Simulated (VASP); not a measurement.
# Sn (Pm-3m) in VASP: further runs, part 2 of 2

VASP 6.6.1.

## (5) Single point, PBE

This run uses another cell than the first one, of 29.32 Å³/atom.

INCAR

```
SYSTEM = Sn
PREC = Accurate
ENCUT = 520
EDIFF = 1E-7
ISMEAR = -1
SIGMA = 0.1
LREAL = .FALSE.
LASPH = .TRUE.
NELM = 60
ALGO = Normal
ISIF = 2
LWAVE = .FALSE.
LCHARG = .FALSE.
GGA = PE
NBANDS = 13
```

KPOINTS

```
regular mesh
0
G
  17 17 17
  0 0 0
```

POSCAR

```
Sn
1.0
    3.0837342635      0.0000000000      0.0000000000
    0.0000000000      3.0837342635      0.0000000000
    0.0000000000      0.0000000000      3.0837342635
Sn
1
Direct
    0.0000000000      0.0000000000      0.0000000000
```

Potentials or basis: VASP PAW PBE potentials, release 64 (Sn_d).

Run with:

```bash
$ cat potpaw_PBE.64/Sn_d/POTCAR > POTCAR
$ mpirun -np 1 vasp_std > vasp.out
```

OUTCAR:

```text
SYSTEM = Sn
   PREC = Accurate
   ENCUT = 520
   EDIFF = 1E-7
   ISMEAR = -1
   LREAL = .FALSE.
   LASPH = .TRUE.
   NELM = 60
   ISIF = 2
   GGA = PE

 ion  position               nearest neighbor table
   1  0.000  0.000  0.000-

  LATTYP: Found a simple cubic cell.
 ALAT       =     3.0837342635

  Lattice vectors:

 A1 = (   3.0837342635,   0.0000000000,   0.0000000000)
 A2 = (   0.0000000000,   3.0837342635,   0.0000000000)
 A3 = (   0.0000000000,   0.0000000000,   3.0837342635)

Analysis of symmetry for initial positions (statically):
=====================================================================
 Subroutine PRICEL returns:
 Original cell was already a primitive cell.

 Routine SETGRP: Setting up the symmetry group for a
 simple cubic supercell.

 Subroutine GETGRP returns: Found 48 space group operations
 (whereof 48 operations were pure point group operations)
 out of a pool of 48 trial point group operations.

The static configuration has the point symmetry O_h .

Analysis of symmetry for dynamics (positions and initial velocities):
=====================================================================
 Subroutine PRICEL returns:
 Original cell was already a primitive cell.

 Routine SETGRP: Setting up the symmetry group for a
 simple cubic supercell.

 Subroutine GETGRP returns: Found 48 space group operations
 (whereof 48 operations were pure point group operations)
 out of a pool of 48 trial point group operations.

The dynamic configuration has the point symmetry O_h .

 Subroutine INISYM returns: Found 48 space group operations
 (whereof 48 operations are pure point group operations),
 and found     1 'primitive' translations

----------------------------------------------------------------------------------------

                                     Primitive cell

  volume of cell :      29.3245

  direct lattice vectors                    reciprocal lattice vectors
     3.083734263  0.000000000  0.000000000     0.324282157  0.000000000  0.000000000
     0.000000000  3.083734263  0.000000000     0.000000000  0.324282157  0.000000000
     0.000000000  0.000000000  3.083734263     0.000000000  0.000000000  0.324282157

  length of vectors
     3.083734263  3.083734263  3.083734263     0.324282157  0.324282157  0.324282157

  position of ions in fractional coordinates (direct lattice)
     0.000000000  0.000000000  0.000000000

  ion indices of the primitive-cell ions
   primitive index   ion index
                 1           1

----------------------------------------------------------------------------------------

 KPOINTS: regular mesh

Automatic generation of k-mesh.
 Grid dimensions read from file:
 generate k-points for:   17   17   17

 Generating k-lattice:

  Cartesian coordinates                     Fractional coordinates (reciprocal lattice)
     0.019075421  0.000000000  0.000000000     0.058823529  0.000000000  0.000000000
     0.000000000  0.019075421  0.000000000     0.000000000  0.058823529  0.000000000
     0.000000000  0.000000000  0.019075421     0.000000000  0.000000000  0.058823529

  Length of vectors
     0.019075421  0.019075421  0.019075421

  Shift w.r.t. Gamma in fractional coordinates (k-lattice)
     0.000000000  0.000000000  0.000000000

 Subroutine IBZKPT returns following result:
 ===========================================

 Found    165 irreducible k-points:

 Following reciprocal coordinates:
            Coordinates               Weight
  0.000000  0.000000  0.000000      1.000000
  0.058824  0.000000  0.000000      6.000000
  0.117647  0.000000  0.000000      6.000000
  0.176471  0.000000  0.000000      6.000000
  0.235294  0.000000  0.000000      6.000000
  0.294118  0.000000  0.000000      6.000000
[... 16 lines left out ...]
  0.411765  0.117647  0.000000     24.000000
  0.470588  0.117647  0.000000     24.000000
 [... further k-points ...]
   k-points           NKPTS =    165   k-points in BZ     NKDIM =    165   number of bands    NBANDS=     13
   number of dos      NEDOS =    301   number of ions     NIONS =      1
   total plane-waves  NPLWV =  13824
   dimension x,y,z NGX =    24 NGY =   24 NGZ =   24
   dimension x,y,z NGXF=    48 NGYF=   48 NGZF=   48
   ions per type =               1
   NGX,Y,Z   is equivalent  to a cutoff of  12.94, 12.94, 12.94 a.u.
   NGXF,Y,Z  is equivalent  to a cutoff of  25.88, 25.88, 25.88 a.u.
 SYSTEM =  Sn
   PREC   = accura    normal or accurate (medium, high low for compatibility)
   ISTART =      0    job   : 0-new  1-cont  2-samecut
   ICHARG =      2    charge: 1-file 2-atom 10-const
   ISPIN  =      1    spin polarized calculation?
   LNONCOLLINEAR =      F non collinear calculations
   LSORBIT =      F    spin-orbit coupling
   LASPH  =      T    aspherical Exc in radial PAW
   ENCUT  =  520.0 eV  38.22 Ry    6.18 a.u.   5.73  5.73  5.73*2*pi/ulx,y,z
   NELM   =     60;   NELMIN=  2; NELMDL= -5     # of ELM steps
   EDIFF  = 0.1E-06   stopping-criterion for ELM
   LREAL  =      F    real-space projection
   EDIFFG = 0.1E-05   stopping-criterion for IOM
   NSW    =      0    number of steps for IOM
   IBRION =     -1    ionic relax: 0-MD 1-quasi-New 2-CG
   NFREE  =      0    steps in history (QN), initial steepest desc. (CG)
   ISIF   =      2    stress and relaxation
   ISYM   =      2    0-nonsym 1-usesym 2-fastsym
   POTIM  = 0.5000    time-step for ionic-motion
   TEBEG  =    0.0;   TEEND  =   0.0 temperature during run
   PSTRESS=    0.0 pullay stress
   NELECT =      14.0000    total number of electrons
   NUPDOWN=      -1.0000    fix difference up-down
   EMIN   =  10.00;   EMAX   =-10.00  energy-range for DOS
   EFERMI =   0.00;   METHOD = LEGACY
   ISMEAR =    -1;   SIGMA  =   0.10  broadening in eV -4-tet -1-fermi 0-gaus
   EFERMI_NEDOS =   21; number of points for ismear=-14 and -15
   IALGO  =     38    algorithm
   IMIX   =      4    mixing-type and parameters
     AMIX     =   0.40;   BMIX     =  1.00
     AMIX_MAG =   1.60;   BMIX_MAG =  1.00
  volume/ion in A,a.u.               =      29.32       197.89
  Fermi-wavevector in a.u.,A,eV,Ry     =   1.279501  2.417906 22.274401  1.637122
  Thomas-Fermi vector in A             =   2.411983
   LORBIT       =      0    0 simple, 1 ext, 2 COOP (PROOUT), +10 PAW based schemes
   GGA     = PE    functional components
   LHFCALC =     F    Hartree Fock is set to
   AEXX    =    0.0000 exact exchange contribution
   IVDW    =     0    specifies the selected vdW correction
   LEPSILON=     F    determine dielectric tensor
   LRPA    =     F    only Hartree local field effects (RPA)
 non-spin polarized calculation
  energy-cutoff  :      520.00
  volume of cell :       29.32
 maximum number of plane-waves:       804
 NGX is ok and might be reduce to    24
   NGX = 11   NGY = 11   NGZ = 11

 number of electron      13.9999996 magnetization

 Free energy of the ion-electron system (eV)
  ---------------------------------------------------
  ext. energy  EPLUGINS =         0.00000000
  ---------------------------------------------------
  free energy    TOTEN  =        -3.78145341 eV

  energy without entropy =       -3.76201520  energy(sigma->0) =       -3.77173430

 E-fermi :   6.9749     XC(G=0):  -9.8975

 val. band max:        6.9672285890   @ k =   0.2941   0.2941   0.1765
 cond. band min:       7.0133430573   @ k =   0.2353   0.0588   0.0000
 fundamental gap:      0.0461144682
 Fermi energy:         6.9749141589

 k-point     1 :       0.0000    0.0000    0.0000
  band No.  band energies     occupation
      1     -14.5980      2.00000
      2     -14.5980      2.00000
      3     -14.2323      2.00000
      4     -14.2323      2.00000
      5     -14.2323      2.00000
      6      -3.6488      2.00000
      7      12.2511      0.00000
      8      12.2511      0.00000
      9      12.2511      0.00000
     10      15.5633      0.00000
     11      15.5633      0.00000
     12      16.8425      0.00000
     13      26.9114      0.00000
[... 353 lines left out ...]
 k-point    24 :       0.4706    0.1176    0.0000
  band No.  band energies     occupation
      1     -14.5530      2.00000
      2     -14.3437      2.00000
      3     -14.3251      2.00000
      4     -14.2922      2.00000
      5     -14.2367      2.00000
      6      -0.5471      2.00000
      7       2.8025      2.00000
      8      12.6177      0.00000
      9      14.9642      0.00000
     10      16.2566      0.00000
     11      18.7518      0.00000
     12      19.5176      0.00000
     13      20.5539      0.00000

 [... further k-points ...]

------------------------ aborting loop because EDIFF is reached ----------------------------------------

  FORCE on cell =-STRESS in cart. coord.  units (eV):
  Direction    XX          YY          ZZ          XY          YZ          ZX
  --------------------------------------------------------------------------------------
  -------------------------------------------------------------------------------------
  Total        0.0402733      0.0402733      0.0402733     -0.0000000      0.0000000      0.0000000
  in kB        2.2003748      2.2003748      2.2003748     -0.0000000      0.0000000      0.0000000
  external PRESSURE =       2.2003748 kB  Pullay stress =       0.0000000 kB

 VOLUME and BASIS-vectors are now :
 -----------------------------------------------------------------------------
  energy-cutoff  :      520.00
  volume of cell :       29.32
      direct lattice vectors                 reciprocal lattice vectors
     3.083734263  0.000000000  0.000000000     0.324282157  0.000000000  0.000000000
     0.000000000  3.083734263  0.000000000     0.000000000  0.324282157  0.000000000
     0.000000000  0.000000000  3.083734263     0.000000000  0.000000000  0.324282157

 POSITION                                       TOTAL-FORCE (eV/Angst)
 -----------------------------------------------------------------------------------
      0.00000      0.00000      0.00000         0.000000      0.000000      0.000000
 -----------------------------------------------------------------------------------
    total drift:                                0.000000     -0.000000      0.000000

  FREE ENERGIE OF THE ION-ELECTRON SYSTEM (eV)
  ---------------------------------------------------
  free  energy   TOTEN  =        -3.7814534088 eV

  energy  without entropy=       -3.7620151991  energy(sigma->0) =       -3.77173430
```

OSZICAR:

```text
N       E                     dE             d eps       ncg     rms          rms(c)
DAV:   1     0.812530430072E+02    0.81253E+02   -0.72288E+03  4409   0.155E+03
DAV:   2     0.211723294286E+01   -0.79136E+02   -0.76518E+02  4600   0.336E+02
DAV:   3    -0.365655295416E+01   -0.57738E+01   -0.57534E+01  5020   0.747E+01
DAV:   4    -0.378191499159E+01   -0.12536E+00   -0.12534E+00  5098   0.118E+01
DAV:   5    -0.378652885742E+01   -0.46139E-02   -0.46138E-02  5601   0.220E+00    0.156E+00
DAV:   6    -0.378153399257E+01    0.49949E-02   -0.10422E-02  5406   0.178E+00    0.882E-01
DAV:   7    -0.378137432206E+01    0.15967E-03   -0.73960E-03  5330   0.148E+00    0.115E-01
DAV:   8    -0.378145851837E+01   -0.84196E-04   -0.98863E-04  5225   0.502E-01    0.325E-02
DAV:   9    -0.378145387759E+01    0.46408E-05   -0.25896E-05  5796   0.644E-02    0.198E-02
DAV:  10    -0.378145294984E+01    0.92775E-06   -0.76056E-06  4730   0.385E-02    0.410E-03
DAV:  11    -0.378145348295E+01   -0.53311E-06   -0.26357E-07  5105   0.775E-03    0.489E-04
DAV:  12    -0.378145336871E+01    0.11424E-06   -0.50489E-08  3793   0.164E-03    0.147E-04
DAV:  13    -0.378145340877E+01   -0.40059E-07   -0.27724E-09  2550   0.604E-04
   1 F= -.37814534E+01 E0= -.37717343E+01  d E =-.194382E-01
```

Run time: 56 s. Hardware: 1 thread of Intel Xeon 8259CL, shared host; peak memory 0.18 GiB.

What came out:

```
Free energy            : -3.7815 eV
Pressure               : 0.2 GPa
Band gap on the k mesh : zero (bands 7 and 8 overlap by 7.25 eV)
```

Caveat: spin-orbit coupling is left out, which moves the levels of the heavy elements.

## (6) Single point, PBE (29.32 Å³/atom)

This run uses another cell than the first one, of 29.32 Å³/atom.

INCAR

```
ALGO = Normal ; EDIFF = 1E-6
ENCUT = 520 ; GGA = PE
ISIF = 2 ; ISMEAR = -1
LASPH = T ; LCHARG = F
LREAL = F ; LWAVE = F
NBANDS = 13 ; NELM = 100
PREC = Accurate ; SIGMA = 0.1
```

KPOINTS

```
k-points
0
Gamma
  17 17 17
```

POSCAR is that of step 5.

Potentials or basis: VASP PAW PBE potentials, release 64 (Sn_d).

Run with:

```bash
$ cat potpaw_PBE.64/Sn_d/POTCAR > POTCAR
$ mpirun -np 1 vasp_std > vasp.out
```

It took 43 s on 1 thread of Intel Xeon 8259CL, shared host; peak memory 0.18 GiB.

The run converged. Its results:

- Free energy: -3.7815 eV
- Pressure: 0.3 GPa
- Band gap on the k mesh: zero (bands 7 and 8 overlap by 7.25 eV)

Levels at points of the mesh, in eV from the Fermi level:
| k point | band 3 | band 4 | band 5 | band 6 | band 7 | band 8 | band 9 | band 10 | band 11 | band 12 |
| --- | --- | --- | --- | --- | --- | --- | --- | --- | --- | --- |
| (0.00, 0.00, 0.00) | -21.21 | -21.21 | -21.21 | -10.62 | 5.28 | 5.28 | 5.28 | 8.59 | 8.59 | 9.87 |

Caveat: spin-orbit coupling is left out, which moves the levels of the heavy elements.

## (7) Summary

| cell | gap on the mesh (eV) | pressure (GPa) |
| --- | --- | --- |
| a = 2.955 Å, 1 atom | none | 8.5 |
| a = 2.999 Å, 1 atom | none | 5.1 |
| a = 3.042 Å, 1 atom | none | 2.4 |
| a = 3.084 Å, 1 atom | none | 0.3 |

Alike in all rows: task single point; level PBE; potentials or basis VASP PAW PBE potentials, release 64 (Sn_d); no spin polarisation; k mesh 17 × 17 × 17; cutoff (eV) 520; smearing fermi-dirac 0.1 eV.

Caveats: spin-orbit coupling is left out, which moves the levels of the heavy elements; the cell stands under pressure (at least some runs).

Total energies depend on the potentials used, so only differences within one code and one set of settings carry meaning.
